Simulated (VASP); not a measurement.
Hg: single point with PBEsol

Hg:

```
CELL_PARAMETERS angstrom
2.79724 0.00000 0.00000
-1.39862 2.42248 0.00000
0.00000 0.00000 4.78456
ATOMIC_POSITIONS crystal
Hg 0.66667 0.33333 0.75000
Hg 0.33333 0.66667 0.25000
```

| Item | Value |
| --- | --- |
| Program | VASP 6.6.1 |
| Task | single point |
| Functional | PBEsol |
| Potentials or basis | VASP PAW PBE potentials, release 64 (Hg) |
| Cutoff | 520 eV |
| k mesh | 18 × 18 × 10 |
| Occupations | gaussian, width 0.1 eV |
| Spin | no spin polarisation |
| Dipole correction | no |
| Further INCAR settings | ALGO = Fast; EDIFF = 1e-07; NBANDS = 19 |

```json
{
  "Pressure": "52.6 GPa",
  "Band gap on the k mesh": "zero (band 12 reaches 7.72 eV, above the bottom of band 13 at 5.27 eV)"
}
```

Stress tensor (GPa, compression positive):
```
52.81  0.00  0.00
 0.00 52.81  0.00
 0.00  0.00 52.30
```

Levels at points of the mesh, in eV from the Fermi level:
| k point | band 10 | band 11 | band 12 | band 13 | band 14 | band 15 |
| --- | --- | --- | --- | --- | --- | --- |
| (0.00, 0.00, 0.00) | -7.12 | -7.12 | -4.64 | -1.79 | 13.25 | 13.87 |
| (0.50, 0.00, 0.00) | -6.62 | -3.63 | -2.47 | 2.33 | 3.76 | 3.81 |
| (0.00, 0.00, 0.50) | -7.54 | -7.54 | -7.54 | 6.91 | 6.91 | 13.62 |
| (0.50, 0.00, 0.50) | -6.68 | -3.06 | -3.06 | 0.03 | 0.03 | 10.46 |

Wall time 40 s on 1 thread of Intel(R) Xeon(R) 6975P-C (Granite Rapids) (shared host), peak memory 0.23 GiB.

Caveat: the PAW data sets were made with another functional, which shifts forces and pressure a little; spin-orbit coupling is left out, which moves the levels of the heavy elements.
